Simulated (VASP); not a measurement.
A run of VASP 6.6.1 is set up as follows.

The input INCAR:

```
SYSTEM = BAs
PREC = Accurate
ENCUT = 520
EDIFF = 1E-6
ISMEAR = 0
SIGMA = 0.05
LREAL = .False.
LASPH = .True.
NELM = 80
ALGO = Fast
ISIF = 2
LWAVE = .False.
LCHARG = .False.
LDIPOL = .True.
IDIPOL = 3
DIPOL = 0.5 0.5 0.500
GGA = PE
IBRION = 2
NSW = 80
EDIFFG = -0.02
```

The input KPOINTS:

```
regular mesh
0
Gamma
  8 8 1
  0 0 0
```

The input POSCAR:

```
BAs
1.0
    3.4003508741      0.0000000000      0.0000000000
    0.0000000000      3.4003508741      0.0000000000
    0.0000000000      0.0000000000     25.8198502268
As B
5 5
Direct
    0.0000000000      0.5000000000      0.2904741869
    0.5000000000      0.0000000000      0.3835967705
    0.0000000000      0.5000000000      0.4767193541
    0.5000000000      0.0000000000      0.5698419377
    0.0000000000      0.5000000000      0.6629645213
    0.5000000000      0.5000000000      0.3370354787
    0.0000000000      0.0000000000      0.4301580623
    0.5000000000      0.5000000000      0.5232806459
    0.0000000000      0.0000000000      0.6164032295
    0.5000000000      0.5000000000      0.7095258131
```

Potentials or basis: VASP PAW PBE potentials, release 64 (As, B).

Run with:

```console
$ cat potpaw_PBE.64/As/POTCAR potpaw_PBE.64/B/POTCAR > POTCAR
$ mpirun -np 1 vasp_std > vasp.out
```

Problem. What does it give for the energy gained by relaxing?

Solution. 12.6 meV/atom.

Problem. What does it give for the band gap on the k mesh?

Solution. Zero (bands 20 and 21 overlap by 1.03 eV).

Step by step:
```csv
step,energy change (eV),largest force (eV/Å),pressure (GPa)
1,0.0000,1.3688,-0.81
2,-0.1057,0.4848,-0.80
3,-0.1095,0.4276,-0.78
4,-0.1203,0.1475,-0.72
5,-0.1218,0.1915,-0.68
6,-0.1245,0.0876,-0.65
7,-0.1246,0.0967,-0.64
8,-0.1256,0.0420,-0.62
9,-0.1257,0.0608,-0.62
10,-0.1259,0.0256,-0.61
11,-0.1259,0.0347,-0.60
12,-0.1260,0.0219,-0.60
13,-0.1260,0.0236,-0.59
14,-0.1261,0.0243,-0.58
15,-0.1262,0.0247,-0.55
16,-0.1262,0.0044,-0.52
```
